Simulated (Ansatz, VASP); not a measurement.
**InSb in VASP and in Ansatz**

```
In Sb
1.0
     0.00000    3.30079    3.30079
     3.30079    0.00000    3.30079
     3.30079    3.30079    0.00000
In Sb
1 1
Direct
  0.00000 0.00000 0.00000
  0.25000 0.25000 0.25000
```

Alike in both runs: functional r2SCAN; k mesh 9 × 9 × 9; occupations fermi-dirac, width 0.1 eV; no spin polarisation.

Ansatz relaxed the structure, and its values are those at the end. VASP's run is a single point on that final structure, the one shown.

|  | VASP | Ansatz |
| --- | --- | --- |
| version | VASP 6.6.1 | Ansatz 0.2.0 |
| potentials or method | VASP PAW PBE potentials, release 64 (In_d, Sb), cutoff 520 eV | PAW plane waves |
| valence electrons in the cell | 18 | 28 |

|  | VASP | Ansatz | Ansatz less VASP |
| --- | --- | --- | --- |
| pressure (GPa) | -0.9 | -0.8 | +0.04 |

VASP's potentials were made for PBE, not for r2SCAN. VASP's potentials hold 18 valence electrons a cell and Ansatz's 28, so a difference there can come from the potentials and not from the codes. Ansatz's warnings: stress scf threshold loose.

Spin-orbit coupling is off throughout.
